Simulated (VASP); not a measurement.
# MoS2 (P1) in VASP: further runs, part 2 of 2

VASP 6.6.1.

## Step 3: Single point, PBEsol

Contents of INCAR:

```
PREC = Accurate
ENCUT = 520
EDIFF = 1E-6
ISMEAR = 1
SIGMA = 0.1
LREAL = F
LASPH = T
NELM = 80
ALGO = Normal
ISIF = 2
LWAVE = F
LCHARG = F
GGA = PS
NBANDS = 20
```

Contents of KPOINTS:

```
Automatic mesh
0
Gamma
  6 6 3
```

Contents of POSCAR:

```
MoS2
1.0
    3.2273400000      0.0407500000      0.0029600000
   -1.5783800000      2.8033800000      0.0062500000
    0.0057800000      0.0174500000      6.4273100000
Mo S
1 2
Direct
    0.0064100000      0.9986900000      0.4964200000
    0.3317800000      0.6689500000      0.2568600000
    0.6718829879      0.3327638305      0.7459076506
```

Potentials or basis: VASP PAW PBE potentials, release 64 (Mo_sv, S).

Launch:

```
> cat potpaw_PBE.64/Mo_sv/POTCAR potpaw_PBE.64/S/POTCAR > POTCAR
> mpirun -np 1 vasp_std > vasp.out
```

Wall time 78 s (1 thread of Intel Xeon 8259CL, shared host); peak memory 0.21 GiB.

It converged, with:

```yaml
Free_energy: -22.5255 eV
Pressure: -6.6 GPa
Largest_force: 0.858 eV/Å
Band_gap_on_the_k_mesh: zero (band 13 reaches 7.07 eV, above the bottom of band 14 at 6.17 eV)
```

Forces in eV/Å, atoms in the order of the input:
```
Mo  -0.206  0.075  0.688
S    0.337 -0.060  0.160
S   -0.131 -0.015 -0.848
```

Stress tensor (GPa, compression positive):
```
-6.31 -2.81 -2.05
-2.81 -8.12  0.17
-2.05  0.17 -5.25
```

Levels at points of the mesh, in eV from the Fermi level:
```
           k point  band 11  band 12  band 13  band 14  band 15  band 16
(0.00, 0.00, 0.00)    -1.09    -0.98    -0.81    -0.32    -0.16     2.97
(0.50, 0.00, 0.00)    -3.14    -1.72    -1.53     0.88     1.64     3.49
(0.00, 0.50, 0.00)    -3.14    -1.77    -1.57     0.88     1.66     3.44
(0.50, 0.50, 0.00)    -3.06    -1.87    -1.75     0.96     1.69     3.41
```

Caveat: the k points lie up to 0.37 Å⁻¹ apart; the PAW data sets were made with another functional, which shifts forces and pressure a little.

## Step 4: Single point, PBEsol

Contents of INCAR:

```
ALGO = Normal
EDIFF = 1E-6
ENCUT = 520
GGA = PS
ISIF = 2
ISMEAR = 1
LASPH = T
LCHARG = T
LELF = T
LREAL = F
LVHAR = T
LWAVE = F
NBANDS = 20
NELM = 80
PREC = Accurate
SIGMA = 0.1
```

Contents of KPOINTS:

```
k-points
0
Gamma
  6 6 3
```

POSCAR, as its differences from that of step 3:

```diff
@@ -10,2 +10,2 @@
     0.3317800000      0.6689500000      0.2568600000
-    0.6718829879      0.3327638305      0.7459076506
+    0.6718680482      0.3327446782      0.7490193978
```

Launch:

```
> cat potpaw_PBE.64/Mo_sv/POTCAR potpaw_PBE.64/S/POTCAR > POTCAR
> mpirun -np 1 vasp_std > vasp.out
```

It took 87 s on 1 thread of Intel Xeon 8259CL, shared host; peak memory 0.21 GiB.

It converged, with:

| Quantity | Value |
| --- | --- |
| Free energy | -22.5062 eV |
| Pressure | -7.3 GPa |
| Largest force | 1.085 eV/Å |
| Band gap on the k mesh | zero (band 13 reaches 7.08 eV, above the bottom of band 14 at 6.17 eV) |

Forces on the atoms (eV/Å):
```
Mo  -0.218  0.076  0.875
S    0.339 -0.061  0.203
S   -0.120 -0.015 -1.078
```

Stress tensor (GPa, compression positive):
```
-6.79 -2.80 -2.02
-2.80 -8.61  0.17
-2.02  0.17 -6.49
```

Levels at points of the mesh, in eV from the Fermi level:
```
           k point  band 10  band 11  band 12  band 13  band 14  band 15  band 16  band 17
(0.00, 0.00, 0.00)    -1.89    -1.09    -0.95    -0.78    -0.29    -0.12     2.94     3.18
(0.50, 0.00, 0.00)    -3.84    -3.14    -1.71    -1.50     0.91     1.65     3.47     3.63
(0.00, 0.50, 0.00)    -3.83    -3.14    -1.76    -1.54     0.91     1.67     3.42     3.68
(0.50, 0.50, 0.00)    -4.01    -3.05    -1.83    -1.74     0.98     1.69     3.38     3.75
```

Caveat: the k points lie up to 0.37 Å⁻¹ apart; the PAW data sets were made with another functional, which shifts forces and pressure a little.

## Step 5: Single point, PBEsol

Contents of INCAR:

```
PREC = Accurate
ENCUT = 520
EDIFF = 1E-6
ISMEAR = 1
SIGMA = 0.1
LREAL = False
LASPH = True
NELM = 80
ALGO = Normal
ISIF = 2
LWAVE = False
LCHARG = True
GGA = PS
LELF = True
LVHAR = True
NBANDS = 20
```

Contents of KPOINTS:

```
Automatic mesh
0
Gamma
  6 6 3
```

POSCAR, as its differences from that of step 4:

```diff
@@ -10,2 +10,2 @@
     0.3317800000      0.6689500000      0.2568600000
-    0.6718680482      0.3327446782      0.7490193978
+    0.6718919518      0.3327753218      0.7440406022
```

Launch:

```
> cat potpaw_PBE.64/Mo_sv/POTCAR potpaw_PBE.64/S/POTCAR > POTCAR
> mpirun -np 1 vasp_std > vasp.out
```

Wall time 81 s (1 thread of Intel Xeon 8259CL, shared host); peak memory 0.21 GiB.

It converged, with:

```
Free energy            : -22.5348 eV
Pressure               : -6.1 GPa
Largest force          : 0.719 eV/Å
Band gap on the k mesh : zero (band 13 reaches 7.07 eV, above the bottom of band 14 at 6.15 eV)
```

Forces in eV/Å, atoms in the order of the input:
```
Mo  -0.198  0.074  0.572
S    0.336 -0.059  0.133
S   -0.138 -0.015 -0.705
```

Stress tensor (GPa, compression positive):
```
-6.00 -2.81 -2.07
-2.81 -7.80  0.17
-2.07  0.17 -4.50
```

Levels at points of the mesh, in eV from the Fermi level:
| k point | band 10 | band 11 | band 12 | band 13 | band 14 | band 15 | band 16 | band 17 |
| --- | --- | --- | --- | --- | --- | --- | --- | --- |
| (0.00, 0.00, 0.00) | -1.89 | -1.09 | -1.00 | -0.82 | -0.34 | -0.18 | 2.99 | 3.22 |
| (0.50, 0.00, 0.00) | -3.93 | -3.14 | -1.73 | -1.55 | 0.87 | 1.64 | 3.51 | 3.67 |
| (0.00, 0.50, 0.00) | -3.92 | -3.15 | -1.77 | -1.58 | 0.87 | 1.66 | 3.46 | 3.73 |
| (0.50, 0.50, 0.00) | -4.10 | -3.06 | -1.89 | -1.75 | 0.94 | 1.69 | 3.42 | 3.80 |

Caveat: the k points lie up to 0.37 Å⁻¹ apart; the PAW data sets were made with another functional, which shifts forces and pressure a little.

## Step 6: Single point, PBEsol

This run uses another cell than the first one, of 19.62 Å³/atom, 1.005 times its volume.

Contents of INCAR:

```
SYSTEM = MoS2
PREC = Accurate
ENCUT = 520
EDIFF = 1E-6
ISMEAR = 1
SIGMA = 0.1
LREAL = .False.
LASPH = .True.
NELM = 100
ALGO = Normal
ISIF = 2
LWAVE = .False.
LCHARG = .False.
GGA = PS
NBANDS = 20
```

Contents of KPOINTS:

```
Automatic mesh
0
Gamma
  6 6 3
  0 0 0
```

Contents of POSCAR:

```
MoS2
1.0
    3.2327099600      0.0408178038      0.0029649251
   -1.5810062611      2.8080445344      0.0062603994
    0.0057896173      0.0174790350      6.4380043791
Mo S
1 2
Direct
    0.0064100000      0.9986900000      0.4964200000
    0.3317800000      0.6689500000      0.2568600000
    0.6718800000      0.3327600000      0.7465300000
```

Potentials or basis: VASP PAW PBE potentials, release 64 (Mo_sv, S).

Launch:

```
> cat potpaw_PBE.64/Mo_sv/POTCAR potpaw_PBE.64/S/POTCAR > POTCAR
> mpirun -np 1 vasp_std > vasp.out
```

OUTCAR:

```text
SYSTEM = MoS2
   PREC = Accurate
   ENCUT = 520
   EDIFF = 1E-6
   ISMEAR = 1
   LREAL = .False.
   LASPH = .True.
   NELM = 100
   ISIF = 2
   GGA = PS

 ion  position               nearest neighbor table
   1  0.006  0.999  0.496-   2 2.39   2 2.44   3 2.46   2 2.46   3 2.47   3 2.49
   2  0.332  0.669  0.257-   1 2.39   1 2.44   1 2.46
   3  0.672  0.333  0.747-   1 2.46   1 2.47   1 2.49

  LATTYP: Found a triclinic cell.
 ALAT       =     3.2930573693
 B/A-ratio  =     0.9817530154
 C/A-ratio  =     1.9550314458
 COS(alpha) =     0.0018505763
 COS(beta)  =     0.0056012392
 COS(gamma) =     0.5124563279

  Lattice vectors:

 A1 = (  -1.6517036989,  -2.8488623382,  -0.0092253245)
 A2 = (  -3.2327099600,  -0.0408178038,  -0.0029649251)
 A3 = (  -0.0057896173,  -0.0174790350,  -6.4380043791)

Analysis of symmetry for initial positions (statically):
=====================================================================
 Subroutine PRICEL returns:
 Original cell was already a primitive cell.

 Routine SETGRP: Setting up the symmetry group for a
 triclinic supercell.

[... 160 lines left out ...]
 Free energy of the ion-electron system (eV)
  ---------------------------------------------------
  ext. energy  EPLUGINS =         0.00000000
  ---------------------------------------------------
  free energy    TOTEN  =       -22.50934011 eV

  energy without entropy =      -22.51061163  energy(sigma->0) =      -22.50976395

 E-fermi :   6.4235     XC(G=0): -10.4586

 val. band max:        6.2709625179   @ k =   0.0000   0.0000   0.0000
 cond. band min:       6.4862029855   @ k =   0.3333  -0.1667   0.3333
 fundamental gap:      0.2152404676
 Fermi energy:         6.4235143559

 k-point     1 :       0.0000    0.0000    0.0000
  band No.  band energies     occupation
      1     -55.2943      2.00000
      2     -29.3346      2.00000
      3     -29.3292      2.00000
      4     -29.3045      2.00000
      5      -8.1814      2.00000
      6      -6.8448      2.00000
[... 541 lines left out ...]
     19      12.3905      0.00000
     20      13.4420      0.00000

 [... further k-points ...]
[... 5 lines left out ...]
  --------------------------------------------------------------------------------------
  -------------------------------------------------------------------------------------
  Total       -2.5492154     -3.2071382     -2.2425358     -1.0143019      0.0593873     -0.7325566
  in kB      -69.3940397    -87.3038342    -61.0456929    -27.6110464      1.6166236    -19.9414545
  external PRESSURE =     -72.5811889 kB  Pullay stress =       0.0000000 kB

 VOLUME and BASIS-vectors are now :
 -----------------------------------------------------------------------------
  energy-cutoff  :      520.00
  volume of cell :       58.86
      direct lattice vectors                 reciprocal lattice vectors
     3.232709960  0.040817804  0.002964925     0.307155067  0.172938409 -0.000745745
    -1.581006261  2.808044534  0.006260399    -0.004463960  0.353608507 -0.000956025
     0.005789617  0.017479035  6.438004379    -0.000137115 -0.000423498  0.155328909

 POSITION                                       TOTAL-FORCE (eV/Angst)
 -----------------------------------------------------------------------------------
     -1.55534      2.81330      3.20223        -0.204071      0.073453      0.716565
      0.01642      1.89647      1.65884         0.330354     -0.058653      0.244508
      1.65022      0.97488      4.81024        -0.126283     -0.014800     -0.961073
 -----------------------------------------------------------------------------------
    total drift:                                0.000007      0.000040      0.000127

  FREE ENERGIE OF THE ION-ELECTRON SYSTEM (eV)
  ---------------------------------------------------
  free  energy   TOTEN  =       -22.5093401089 eV

  energy  without entropy=      -22.5106116336  energy(sigma->0) =      -22.50976395
```

stdout:

```text
POSCAR found type information on POSCAR MoS
 POSCAR found :  2 types and       3 ions
 scaLAPACK will be used
 -----------------------------------------------------------------------------
|                                                                             |
|                                                                             |
|     You enforced a specific xc type in the INCAR file but a different       |
|     I HOPE YOU KNOW WHAT YOU ARE DOING!                                     |
|                                                                             |
 -----------------------------------------------------------------------------

 LDA part: xc-table for (Slater+PW92), standard interpolation
 POSCAR, INCAR and KPOINTS ok, starting setup
 FFT: planning ... GRIDC
 FFT: planning ... GRID_SOFT
 FFT: planning ... GRID
 WAVECAR not read
 entering main loop
```

It took 82 s on 1 thread of Intel Xeon 8259CL, shared host; peak memory 0.21 GiB.

Results:

```yaml
Free_energy: -22.5093 eV
Pressure: -7.3 GPa
Largest_force: 0.969 eV/Å
Band_gap_on_the_k_mesh: zero (band 13 reaches 7.01 eV, above the bottom of band 14 at 6.11 eV)
```

Forces in eV/Å, atoms in the order of the input:
```
Mo  -0.204  0.073  0.717
S    0.330 -0.059  0.245
S   -0.126 -0.015 -0.961
```

Stress tensor (GPa, compression positive):
```
-6.94 -2.76 -1.99
-2.76 -8.73  0.16
-1.99  0.16 -6.10
```

Caveat: the k points lie up to 0.37 Å⁻¹ apart; the PAW data sets were made with another functional, which shifts forces and pressure a little.
